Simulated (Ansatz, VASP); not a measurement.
One calculation of Ba, two programs

The input INCAR:

```
SYSTEM = Ba
PREC     = Accurate       ! precision mode
ENCUT    = 520            ! plane-wave cutoff, eV
EDIFF    = 1E-6           ! SCF threshold, eV
ISMEAR   = 0              ! smearing method
SIGMA    = 0.15           ! smearing width, eV
LREAL    = .False.        ! projectors in reciprocal space
LASPH    = .True.         ! aspherical terms in the spheres
NELM     = 100            ! most SCF steps
ALGO     = Fast           ! electronic algorithm
ISIF     = 2              ! what is computed and relaxed
LWAVE    = .False.        ! write WAVECAR
LCHARG   = .False.        ! write CHGCAR
GGA      = PE             ! functional
NBANDS   = 11             ! bands
```

The input KPOINTS:

```
Automatic mesh
0
Gamma
  16 16 16
  0 0 0
```

Contents of POSCAR:

```
Ba
1.0
   -2.1839511618      2.1839511618      3.2759267428
    2.1839511618     -2.1839511618      3.2759267428
    2.1839511618      2.1839511618     -3.2759267428
Ba
1
Direct
    0.0000000000      0.0000000000      0.0000000000
```

Input for Ansatz:

```yaml
crystal:
  lattice:
    - [-2.1839511618, 2.1839511618, 3.2759267428]
    - [2.1839511618, -2.1839511618, 3.2759267428]
    - [2.1839511618, 2.1839511618, -3.2759267428]
  atoms:
    - { symbol: Ba, position: [0.0, 0.0, 0.0] }
basis:
  ecutwfc: 420
kpoints:
  mp_grid: { grid: [16, 16, 16] }
hamiltonian:
  xc: pbe
scf:
  occupations: { method: gaussian, width: 0.15 }
output:
  forces: true
  stress: true
  eigenvalues: true
```

Alike in both runs: task single point; functional PBE; k mesh 16 × 16 × 16; occupations gaussian, width 0.15 eV; no spin polarisation.

|  | VASP | Ansatz |
| --- | --- | --- |
| version | VASP 6.6.1 | Ansatz 0.2.0 |
| potentials or method | VASP PAW PBE potentials, release 64 (Ba_sv), cutoff 520 eV | scalar-relativistic, plane waves, PAW |
| valence electrons in the cell | 10 | 10 |

|  | VASP | Ansatz | Ansatz less VASP |
| --- | --- | --- | --- |
| gap on the k mesh at the Fermi level (eV) | none | none | - |
| pressure (GPa) | 0.3 | 0.2 | -0.05 |
| traceless stress, the component that is largest in VASP (GPa) | -0.15 | -0.15 | 0.000 |

A gap of «none» marks a metal or a gap that the smearing closes.

Spin-orbit coupling is off throughout.
